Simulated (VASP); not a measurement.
Write the native input for VASP 6.6.1 that does the following.

```yaml
Task: single point
Functional: r2SCAN
Potentials_or_basis: VASP PAW PBE potentials, release 64 (B, N)
Cutoff: 520 eV
k_mesh: 10 × 4 × 6
Occupations: gaussian, width 0.02 eV
Spin: no spin polarisation
Dipole_correction: no
Further_INCAR_settings: ALGO = Normal; EDIFF = 1e-06; NBANDS = 26
```

The system is BN.

```
B N
1.0
     2.38902    0.00000    0.00000
     0.00000    6.65144    0.00000
     0.00000    0.00000    4.44578
B N
4 4
Direct
  0.50000 0.00000 0.49877
  0.50000 0.50000 0.99877
  0.00000 0.00000 0.99877
  0.00000 0.50000 0.49877
  0.50000 0.00000 0.16793
  0.50000 0.50000 0.66793
  0.00000 0.00000 0.66793
  0.00000 0.50000 0.16793
```

This cell differs from its parent crystal: biaxial strain in the a-b plane: -4.5 %.

The input as run:

POSCAR

```
BN
1.0
    2.3890246829      0.0000000000      0.0000000000
    0.0000000000      6.6514373853      0.0000000000
    0.0000000000      0.0000000000      4.4457770493
B N
4 4
Direct
    0.5000000000      0.0000000000      0.4987667406
    0.5000000000      0.5000000000     -0.0012332594
    0.0000000000      0.0000000000     -0.0012332594
    0.0000000000      0.5000000000      0.4987667406
    0.5000000000      0.0000000000      0.1679332494
    0.5000000000      0.5000000000      0.6679332494
    0.0000000000      0.0000000000      0.6679332494
    0.0000000000      0.5000000000      0.1679332494
```

INCAR.step1

```
ALGO = Normal
EDIFF = 1E-4
ENCUT = 520
GGA = PE
ISMEAR = 0
LASPH = T
LCHARG = F
LREAL = F
LWAVE = T
NBANDS = 26
NELM = 100
PREC = Accurate
SIGMA = 0.02
```

INCAR.step2

```
ALGO = Normal
EDIFF = 1E-6
ENCUT = 520
ISIF = 2
ISMEAR = 0
ISTART = 1
LASPH = T
LCHARG = F
LMIXTAU = T
LREAL = F
LWAVE = F
METAGGA = R2SCAN
NBANDS = 26
NELM = 100
PREC = Accurate
SIGMA = 0.02
```

KPOINTS

```
k-points
0
Gamma
  10 4 6
```

Potentials or basis: VASP PAW PBE potentials, release 64 (B, N).

Run with:

```bash
$ cat potpaw_PBE.64/B/POTCAR potpaw_PBE.64/N/POTCAR > POTCAR
$ cp INCAR.step1 INCAR
$ mpirun -np 1 vasp_std > vasp.out
$ cp INCAR.step2 INCAR
$ mpirun -np 1 vasp_std > vasp.out
```

It gave:

* Pressure: 9.0 GPa
* Largest force: 0.394 eV/Å
* Band gap on the k mesh: 3.72 eV

Caveat: the cell differs from its parent crystal (biaxial strain in the a-b plane: -4.5 %); the PAW data sets were made with another functional, which shifts forces and pressure a little.

Wall time 3.1 min on 1 thread of Intel(R) Xeon(R) 6975P-C (Granite Rapids), on a shared host, peak memory 0.23 GiB.
